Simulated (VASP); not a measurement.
Input of a VASP 6.6.1 run:

File INCAR:

```
PREC = Accurate
ENCUT = 520
EDIFF = 1E-7
ISMEAR = 0
SIGMA = 0.15
LREAL = False
LASPH = True
NELM = 100
ALGO = Fast
ISIF = 2
LWAVE = False
LCHARG = True
GGA = PS
LELF = True
LVHAR = True
NBANDS = 26
```

Contents of KPOINTS:

```
Automatic mesh
0
Gamma
  12 12 12
```

File POSCAR:

```
Sc3Al
1.0
    4.3747949987      0.0000000000      0.0000000000
    0.0000000000      4.3747949987      0.0000000000
    0.0000000000      0.0000000000      4.5060388487
Sc Al
3 1
Direct
    0.5000000000      0.0000000000      0.5000000000
    0.0000000000      0.5000000000      0.5000000000
    0.5000000000      0.5000000000      0.0000000000
    0.0000000000      0.0000000000      0.0000000000
```

Potentials or basis: VASP PAW PBE potentials, release 64 (Sc_sv, Al).

Command:

```sh
$ cat potpaw_PBE.64/Sc_sv/POTCAR potpaw_PBE.64/Al/POTCAR > POTCAR
$ mpirun -np 1 vasp_std > vasp.out
```

**Question.** Predict the band gap on the k mesh.

**Answer.** Zero (bands 18 and 19 overlap by 1.36 eV).

**Question.** Predict the pressure.

**Answer.** -1.8 GPa.

Stress tensor (GPa, compression positive):
```
-1.16  0.00  0.00
 0.00 -1.16  0.00
 0.00  0.00 -3.05
```

Caveat: the cell differs from its parent crystal (strain +0.000 along x and y, +0.030 along z); the PAW data sets were made with another functional, which shifts forces and pressure a little.
